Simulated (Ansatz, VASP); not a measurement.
**BP: VASP beside Ansatz**

INCAR

```
  PREC = Accurate
  ENCUT = 520
  EDIFF = 1E-7
  ISMEAR = 0
  SIGMA = 0.05
  LREAL = False
  LASPH = True
  NELM = 60
  ALGO = Normal
  ISIF = 2
  LWAVE = False
  LCHARG = False
  GGA = PE
  NBANDS = 11
```

KPOINTS

```
regular mesh
0
Gamma
  12 12 12
```

Contents of POSCAR:

```
BP
1.0
    0.0000000000      2.3329488668      2.1463129575
    2.3329488668      0.0000000000      2.1463129575
    2.3329488668      2.3329488668      0.0000000000
B P
1 1
Direct
    0.0000000000      0.0000000000      0.0000000000
    0.7500000000      0.7500000000      0.7500000000
```

Input for Ansatz:

```yaml
crystal:
  lattice:
    - [0.0, 2.3329488668, 2.1463129575]
    - [2.3329488668, 0.0, 2.1463129575]
    - [2.3329488668, 2.3329488668, 0.0]
  atoms:
    - { symbol: B, position: [0.0, 0.0, 0.0] }
    - { symbol: P, position: [0.75, 0.75, 0.75] }
basis:
  ecutwfc: 420
kpoints:
  mp_grid: { grid: [12, 12, 12] }
hamiltonian:
  xc: pbe
scf:
  occupations: { method: gaussian, width: 0.05 }
output:
  forces: true
  stress: true
  eigenvalues: true
```

Alike in both runs: task single point; functional PBE; k mesh 12 × 12 × 12; occupations gaussian, width 0.05 eV; no spin polarisation.

|  | VASP | Ansatz |
| --- | --- | --- |
| version | VASP 6.6.1 | Ansatz 0.2.0 |
| potentials or method | VASP PAW PBE potentials, release 64 (B, P), cutoff 520 eV | scalar-relativistic, plane waves, PAW |
| valence electrons in the cell | 8 | 8 |

```tsv
	VASP	Ansatz	Ansatz less VASP
pressure (GPa)	0.8	1.0	+0.23
traceless stress, the component that is largest in VASP (GPa)	13.15	13.13	-0.018
```
